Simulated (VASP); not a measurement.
Wanted: the native input for a VASP 6.6.1 run.

```yaml
Task: relaxation of cell and atoms
Functional: LDA
Potentials_or_basis: VASP PAW LDA potentials, release 64 (Pt, S)
Cutoff: 600 eV
k_mesh: 12 × 12 × 8
Occupations: fermi-dirac, width 0.05 eV
Spin: no spin polarisation
Dipole_correction: no
Further_INCAR_settings: ALGO = Normal; EDIFF = 1e-06; IBRION = 2; EDIFFG = -0.002; NSW = 100; ISIF = 3
```

The structure of PtS2 lies in POSCAR:

```
PtS2
1.0
    3.5432000000      0.0000000000      0.0000000000
   -1.7716000000      3.0685012107      0.0000000000
    0.0000000000      0.0000000000      5.0388000000
Pt S
1 2
Direct
    0.0000000000      0.0000000000      0.0000000000
    0.3333333333      0.6666666667      0.2270000000
    0.6666666667      0.3333333333      0.7730000000
```

The input as run:

INCAR

```
PREC = Accurate
ENCUT = 600
EDIFF = 1E-6
ISMEAR = -1
SIGMA = 0.05
LREAL = F
LASPH = T
NELM = 60
ALGO = Normal
ISIF = 3
LWAVE = F
LCHARG = F
IBRION = 2
NSW = 100
EDIFFG = -0.002
```

KPOINTS

```
regular mesh
0
Gamma
  12 12 8
```

Potentials or basis: VASP PAW LDA potentials, release 64 (Pt, S).

Run with:

```bash
$ cat potpaw_LDA.64/Pt/POTCAR potpaw_LDA.64/S/POTCAR > POTCAR
$ mpirun -np 1 vasp_std > vasp.out
```

It gave:

```yaml
Relaxed_volume: 16.62 Å³/atom
Relaxed_cell: a = 3.562 Å, b = 3.562 Å, c = 4.538 Å, α = 90.00°, β = 90.00°, γ = 120.00°
Space_group_after_relaxing_to_0.1_Å: P-3m1 (No. 164)
Energy_gained_by_relaxing: 30.7 meV/atom
Ionic_steps: 34
Pressure_after_relaxing: 0.0 GPa
Band_gap_on_the_k_mesh: zero (bands 11 and 12 overlap by 0.15 eV)
```

Caveat: spin-orbit coupling is left out, which moves the levels of the heavy elements.

Wall time 14 min on 1 thread of Intel(R) Xeon(R) Platinum 8488C (Sapphire Rapids) (shared host), peak memory 0.28 GiB.
